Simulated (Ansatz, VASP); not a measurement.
**MgO: VASP beside Ansatz**

```
CELL_PARAMETERS angstrom
2.62335 0.00000 0.00000
0.00000 2.62335 0.00000
0.00000 0.00000 2.62335
ATOMIC_POSITIONS crystal
Mg 0.00000 0.00000 0.00000
O 0.50000 0.50000 0.50000
```

Alike in both runs: task single point; functional PBE; k mesh 6 × 6 × 6; occupations methfessel-paxton of order 1, width 0.5 eV; no spin polarisation.

|  | VASP | Ansatz |
| --- | --- | --- |
| version | VASP 6.6.1 | Ansatz 0.2.0 |
| potentials or method | VASP PAW PBE potentials, release 64 (Mg, O) | plane waves |
| plane-wave cutoff (eV) | 600 | 420 |
| valence electrons in the cell | 8 | 16 |

Ansatz gave:

```
pressure (GPa) : 6.2
```

**Question.** Estimate VASP's values.

**Answer.** Pressure (GPa): 5.2.

VASP's potentials hold 8 valence electrons a cell and Ansatz's 16, so a difference there can come from the potentials and not from the codes.
